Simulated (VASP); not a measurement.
Si4NiPt3: single point with PBE

Crystal: Si4NiPt3.

```
Si Ni Pt
1.0
     4.78716    0.00000    0.00000
     0.00000    4.78716    0.00000
     0.00000    0.00000    4.94389
Si Ni Pt
4 1 3
Direct
  0.00000 0.00000 0.14632
  0.50000 0.50000 0.17045
  0.50000 0.00000 0.83486
  0.00000 0.50000 0.83486
  0.00000 0.00000 0.67404
  0.50000 0.50000 0.68077
  0.50000 0.00000 0.32935
  0.00000 0.50000 0.32935
```

```
Program                : VASP 6.6.1
Task                   : single point
Functional             : PBE
Potentials or basis    : VASP PAW PBE potentials, release 64 (Si, Ni, Pt)
Cutoff                 : 600 eV
k mesh                 : 8 × 8 × 8
Occupations            : fermi-dirac, width 0.15 eV
Spin                   : no spin polarisation
Dipole correction      : no
Further INCAR settings : ALGO = Normal; EDIFF = 1e-06; NBANDS = 38
```

```yaml
Pressure: 0.0 GPa
Largest_force: 0.010 eV/Å
Band_gap_on_the_k_mesh: zero (bands 28 and 29 overlap by 1.27 eV)
```

Forces on the atoms (eV/Å):
```
Si   0.000  0.000  0.003
Si   0.000  0.000 -0.001
Si   0.000  0.000  0.009
Si   0.000  0.000  0.009
Ni   0.000  0.000 -0.008
Pt   0.000  0.000  0.008
Pt   0.000  0.000 -0.010
Pt   0.000  0.000 -0.010
```

Stress tensor (GPa, compression positive):
```
-0.07  0.00  0.00
 0.00 -0.07  0.00
 0.00  0.00  0.02
```

Levels at points of the mesh, in eV from the Fermi level:
```csv
k point,band 25,band 26,band 27,band 28,band 29,band 30,band 31,band 32
"(0.00, 0.00, 0.00)",-2.28,-1.92,-1.91,-0.86,-0.86,1.06,1.68,1.77
"(0.50, 0.00, 0.00)",-1.72,-1.54,-1.49,-1.48,-0.38,-0.14,2.05,2.23
"(0.50, 0.50, 0.00)",-2.50,-2.50,-2.25,-1.85,1.15,1.15,1.60,1.93
"(0.00, 0.00, 0.50)",-2.03,-1.92,0.15,0.15,0.26,0.99,1.18,1.84
"(0.50, 0.00, 0.50)",-1.73,-1.61,0.15,0.41,0.48,0.53,0.61,1.14
"(0.50, 0.50, 0.50)",-2.10,-2.07,-2.07,-1.79,3.66,3.66,3.71,4.09
```

Wall time 12 min on 1 thread of Oxide Virtual Turin-like Processor, on a shared host, peak memory 0.45 GiB.

Caveat: spin-orbit coupling is left out, which moves the levels of the heavy elements. Spin polarisation is off, so any magnetic state and its effect on volume and gap are missing.
